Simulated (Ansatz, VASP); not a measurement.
**One calculation of TaN, two programs**

The input INCAR:

```
SYSTEM = TaN
PREC = Accurate ; ENCUT = 520
EDIFF = 1E-6 ; ISMEAR = 0
SIGMA = 0.15 ; LREAL = .False.
LASPH = .True. ; NELM = 80
ALGO = Normal ; ISIF = 2
LWAVE = .False. ; LCHARG = .False.
GGA = PE ; NBANDS = 15
```

File KPOINTS:

```
regular mesh
0
Gamma
  18 18 18
  0 0 0
```

Contents of POSCAR:

```
TaN
1.0
    0.0000000000      2.2081122569      2.2081122569
    2.2081122569      0.0000000000      2.2081122569
    2.2081122569      2.2081122569      0.0000000000
Ta N
1 1
Direct
    0.4952498232      0.5047501768      0.5047501768
    0.0613646338     -0.0613646338     -0.0613646338
```

Input for Ansatz:

```yaml
crystal:
  lattice:
    - [0.0, 2.2081122569, 2.2081122569]
    - [2.2081122569, 0.0, 2.2081122569]
    - [2.2081122569, 2.2081122569, 0.0]
  atoms:
    - { symbol: Ta, position: [0.4952498232, 0.5047501768, 0.5047501768] }
    - { symbol: "N", position: [0.0613646338, -0.0613646338, -0.0613646338] }
basis:
  ecutwfc: 520.0
kpoints:
  mp_grid: { grid: [18, 18, 18] }
hamiltonian:
  xc: pbe
  pseudopotentials: { kind: paw, azcp: { folder: soft_1 } }
scf:
  occupations: { method: gaussian, width: 0.15 }
output:
  forces: true
  stress: true
  eigenvalues: true
```

Change from the starting cell: mode 4 frozen in at -0.271 Å and mode 6 at +0.000 Å (largest displacements).

Alike in both runs: task single point; functional PBE; k mesh 18 × 18 × 18; occupations gaussian, width 0.15 eV; no spin polarisation.

|  | VASP | Ansatz |
| --- | --- | --- |
| version | VASP 6.6.1 | Ansatz 0.2.0 |
| potentials or method | VASP PAW PBE potentials, release 64 (Ta_pv, N), cutoff 520 eV | scalar-relativistic, plane waves, PAW |
| valence electrons in the cell | 16 | 18 |

```tsv
	VASP	Ansatz	Ansatz less VASP
gap on the k mesh at the Fermi level (eV)	none	none	-
pressure (GPa)	15.8	14.5	-1.21
traceless stress, the component that is largest in VASP (GPa)	27.07	26.44	-0.631
rms of the force components (eV/Å)	2.015	1.979	-0.0356
```

Atom by atom the forces differ by 0.036 eV/Å (rms over components). A gap of «none» marks a metal or a gap that the smearing closes. VASP's potentials hold 16 valence electrons a cell and Ansatz's 18, so a difference there can come from the potentials and not from the codes.

Neither program's run includes spin-orbit coupling.
